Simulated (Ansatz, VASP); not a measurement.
**CuI: VASP beside Ansatz**

INCAR

```
ALGO = Normal ; EDIFF = 1E-7
ENCUT = 520 ; GGA = PS
ISIF = 2 ; ISMEAR = 0
LASPH = True ; LCHARG = False
LREAL = False ; LWAVE = False
NBANDS = 26 ; NELM = 80
PREC = Accurate ; SIGMA = 0.05
```

KPOINTS

```
k-points
0
Gamma
  8 8 4
```

POSCAR

```
CuI
1.0
    3.8018844450      0.0000000000      0.0000000000
    0.0000000000      4.2020828076      0.0000000000
    0.0000000000      0.0000000000      6.4805233832
Cu I
2 2
Direct
    0.5000000000      0.5000000000      0.0000000000
    0.0000000000      0.0000000000      0.0000000000
    0.5000000000      0.0000000000      0.2615206259
    0.0000000000      0.5000000000      0.7384793741
```

Input for Ansatz:

```yaml
crystal:
  lattice:
    - [3.801884445, 0.0, 0.0]
    - [0.0, 4.2020828076, 0.0]
    - [0.0, 0.0, 6.4805233832]
  atoms:
    - { symbol: Cu, position: [0.5, 0.5, 0.0] }
    - { symbol: Cu, position: [0.0, 0.0, 0.0] }
    - { symbol: I, position: [0.5, 0.0, 0.2615206259] }
    - { symbol: I, position: [0.0, 0.5, 0.7384793741] }
basis:
  ecutwfc: 420
kpoints:
  mp_grid: { grid: [8, 8, 4] }
hamiltonian:
  xc: pbesol
scf:
  occupations: { method: gaussian, width: 0.05 }
output:
  forces: true
  stress: true
  eigenvalues: true
```

Change from the starting cell: strain -0.0500 x Voigt [1, -1, 0, 0, 0, 0], atoms carried along.

Alike in both runs: task single point; functional PBEsol; k mesh 8 × 8 × 4; occupations gaussian, width 0.05 eV; no spin polarisation.

|  | VASP | Ansatz |
| --- | --- | --- |
| version | VASP 6.6.1 | Ansatz 0.2.0 |
| potentials or method | VASP PAW PBE potentials, release 64 (Cu, I), cutoff 520 eV | scalar-relativistic, plane waves, PAW |
| valence electrons in the cell | 36 | 72 |

VASP gave:

```
gap on the k mesh at the Fermi level (eV)                     : 1.23
least direct gap on the mesh (eV)                             : 1.23
pressure (GPa)                                                : 0.9
traceless stress, the component that is largest in VASP (GPa) : 4.27
rms of the force components (eV/Å)                            : 0.163
```

**Question.** Estimate Ansatz's values.

**Answer.** gap on the k mesh at the Fermi level (eV): 1.22; least direct gap on the mesh (eV): 1.22; pressure (GPa): 0.7; traceless stress, the component that is largest in VASP (GPa): 4.27; rms of the force components (eV/Å): 0.158.

VASP's potentials were made for PBE, not for PBEsol. Atom by atom the forces differ by 0.009 eV/Å (rms over components). With one functional, cell and mesh, what is left measures potentials, basis and numerics. VASP's potentials hold 36 valence electrons a cell and Ansatz's 72, so a difference there can come from the potentials and not from the codes.

Neither program's run includes spin-orbit coupling.
